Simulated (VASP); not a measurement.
Si: single point with LDA

Crystal: Si.

```
CELL_PARAMETERS angstrom
2.68606 0.00000 0.00000
-1.34303 2.32619 0.00000
0.00000 0.00000 2.52801
ATOMIC_POSITIONS crystal
Si 0.00000 0.00000 0.00000
```

This cell differs from its parent crystal: strain +0.025 along x and y, +0.025 along z.

```
Program             : VASP 6.6.1
Task                : single point
Functional          : LDA
Potentials or basis : VASP PAW LDA potentials, release 64 (Si)
Cutoff              : 520 eV
k mesh              : 24 × 24 × 20
Occupations         : gaussian, width 0.15 eV
Spin                : no spin polarisation
```

* Pressure: -7.7 GPa
* Band gap on the k mesh: zero (bands 2 and 3 overlap by 11.62 eV)

Stress tensor (GPa, compression positive):
```
-7.30  0.00  0.00
 0.00 -7.30  0.00
 0.00  0.00 -8.61
```

Levels at points of the mesh, in eV from the Fermi level:
| k point | band 1 | band 2 | band 3 | band 4 | band 5 | band 6 |
| --- | --- | --- | --- | --- | --- | --- |
| (0.00, 0.00, 0.00) | -13.47 | 7.41 | 7.46 | 9.44 | 9.44 | 11.95 |
| (0.50, 0.00, 0.00) | -7.46 | -6.34 | 4.74 | 6.46 | 11.73 | 14.67 |
| (0.00, 0.00, 0.50) | -8.95 | -6.71 | 12.59 | 12.59 | 14.51 | 14.51 |
| (0.50, 0.00, 0.50) | -2.76 | -2.21 | -2.00 | 1.77 | 8.02 | 11.65 |

Wall time 62 s on 1 thread of Intel Xeon 8259CL, on a shared host, peak memory 0.17 GiB.

Caveat: the cell differs from its parent crystal (strain +0.025 along x and y, +0.025 along z); the cell stands under tension.
